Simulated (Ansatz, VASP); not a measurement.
# Two plane-wave programs on Na

```
Na
1.0
     3.32084    0.00000    0.00000
     0.00000    3.32084    0.00000
     0.00000    0.00000    3.32084
Na
1
Direct
  0.00000 0.00000 0.00000
```

Alike in both runs: task single point; functional PBE; k mesh 10 × 10 × 10; occupations fermi-dirac, width 0.1 eV; no spin polarisation.

```csv
,VASP,Ansatz
version,VASP 6.6.1,Ansatz 0.2.0
potentials or method,"VASP PAW PBE potentials, release 64 (Na_pv), cutoff 520 eV","plane waves (420 eV) with PAW, scalar-relativistic"
valence electrons in the cell,7,9
```

|  | VASP | Ansatz | Ansatz less VASP |
| --- | --- | --- | --- |
| pressure (GPa) | 0.6 | 0.6 | 0.00 |

VASP's potentials hold 7 valence electrons a cell and Ansatz's 9, so a difference there can come from the potentials and not from the codes.
